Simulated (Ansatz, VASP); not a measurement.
**One calculation of Nb, two programs**

File INCAR:

```
SYSTEM = Nb
  PREC = Accurate
  ENCUT = 520
  EDIFF = 1E-6
  ISMEAR = 0
  SIGMA = 0.15
  LREAL = .False.
  LASPH = .True.
  NELM = 80
  ALGO = Fast
  ISIF = 2
  LWAVE = .False.
  LCHARG = .False.
  GGA = PS
  NBANDS = 12
```

Contents of KPOINTS:

```
regular mesh
0
Gamma
  20 20 20
  0 0 0
```

POSCAR

```
Nb
1.0
   -1.6140315000      1.6140315000      1.6140315000
    1.6140315000     -1.6140315000      1.6140315000
    1.6140315000      1.6140315000     -1.6140315000
Nb
1
Direct
    0.0000000000      0.0000000000      0.0000000000
```

Input for Ansatz:

```yaml
crystal:
  lattice:
    - [-1.6140315, 1.6140315, 1.6140315]
    - [1.6140315, -1.6140315, 1.6140315]
    - [1.6140315, 1.6140315, -1.6140315]
  atoms:
    - { symbol: Nb, position: [0.0, 0.0, 0.0] }
basis:
  ecutwfc: 420
kpoints:
  mp_grid: { grid: [20, 20, 20] }
hamiltonian:
  xc: pbesol
scf:
  occupations: { method: gaussian, width: 0.15 }
output:
  forces: true
  stress: true
  eigenvalues: true
```

Change from the starting cell: strain -0.030 along x and y, -0.030 along z, atoms carried along.

Alike in both runs: task single point; functional PBEsol; k mesh 20 × 20 × 20; occupations gaussian, width 0.15 eV; no spin polarisation.

```csv
,VASP,Ansatz
version,VASP 6.6.1,Ansatz 0.2.0
potentials or method,"VASP PAW PBE potentials, release 64 (Nb_sv), cutoff 520 eV","scalar-relativistic, plane waves, PAW"
valence electrons in the cell,13,13
```

```csv
,VASP,Ansatz,Ansatz less VASP
gap on the k mesh at the Fermi level (eV),none,none,-
pressure (GPa),7.5,7.9,+0.35
```

VASP's potentials were made for PBE, not for PBEsol. A gap of «none» marks a metal or a gap that the smearing closes.
